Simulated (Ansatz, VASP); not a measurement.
**Two plane-wave programs on BaZnSbCl**

The input INCAR:

```
ALGO = Normal ; EDIFF = 1E-6
ENCUT = 520 ; GGA = PE
ISIF = 2 ; ISMEAR = -1
LASPH = True ; LCHARG = True
LELF = True ; LREAL = False
LVHAR = True ; LWAVE = False
NBANDS = 44 ; NELM = 80
PREC = Accurate ; SIGMA = 0.1
```

File KPOINTS:

```
k-points
0
Gamma
  4 4 2
```

POSCAR

```
BaZnSbCl
1.0
    4.7021810000      0.0000000000      0.0000000000
    0.0000000000      4.7021810000      0.0000000000
    0.0000000000      0.0000000000     10.3602020000
Ba Cl Zn Sb
2 2 2 2
Direct
    0.7500000000      0.7500000000      0.3507900000
    0.2500000000      0.2500000000      0.6492100000
    0.2500000000      0.7500000000      0.5000000000
    0.7500000000      0.2500000000      0.5000000000
    0.2500000000      0.7500000000      0.0000000000
    0.7500000000      0.2500000000      0.0000000000
    0.2500000000      0.2500000000      0.1660400000
    0.7500000000      0.7500000000      0.8339600000
```

Input for Ansatz:

```yaml
crystal:
  lattice:
    - [4.702181, 0.0, 0.0]
    - [0.0, 4.702181, 0.0]
    - [0.0, 0.0, 10.360202]
  atoms:
    - { symbol: Ba, position: [0.75, 0.75, 0.35079] }
    - { symbol: Ba, position: [0.25, 0.25, 0.64921] }
    - { symbol: Cl, position: [0.25, 0.75, 0.5] }
    - { symbol: Cl, position: [0.75, 0.25, 0.5] }
    - { symbol: Zn, position: [0.25, 0.75, 0.0] }
    - { symbol: Zn, position: [0.75, 0.25, 0.0] }
    - { symbol: Sb, position: [0.25, 0.25, 0.16604] }
    - { symbol: Sb, position: [0.75, 0.75, 0.83396] }
  symmetry: { tolerance: 0.0003 }
kpoints:
  mp_grid: { grid: [4, 4, 2], shift: [0, 0, 0] }
magnetization:
  spin_polarized: false
scf:
  occupations: { method: fermi_dirac }
hamiltonian:
  pseudopotentials: { kind: paw }
  xc: pbe
basis:
  ecutwfc: "51.4 Ry"
output:
  forces: true
  stress: true
  eigenvalues: true
```

Alike in both runs: task single point; functional PBE; k mesh 4 × 4 × 2; no spin polarisation.

|  | VASP | Ansatz |
| --- | --- | --- |
| version | VASP 6.6.1 | Ansatz 0.2.0 |
| potentials or method | VASP PAW PBE potentials, release 64 (Ba_sv, Cl, Zn, Sb), cutoff 520 eV | PAW plane waves |
| occupations | fermi-dirac, width 0.1 eV | fermi-dirac |
| valence electrons in the cell | 68 | 88 |

|  | VASP | Ansatz | Ansatz less VASP |
| --- | --- | --- | --- |
| gap on the k mesh at the Fermi level (eV) | none | none | - |
| pressure (GPa) | 4.5 | 3.8 | -0.74 |
| traceless stress, the component that is largest in VASP (GPa) | -0.97 | -0.92 | +0.047 |
| rms of the force components (eV/Å) | 0.990 | 0.924 | -0.0653 |

Atom by atom the forces differ by 0.066 eV/Å (rms over components). A gap of «none» marks a metal or a gap that the smearing closes. VASP's potentials hold 68 valence electrons a cell and Ansatz's 88, so a difference there can come from the potentials and not from the codes.

Spin-orbit coupling is off throughout.
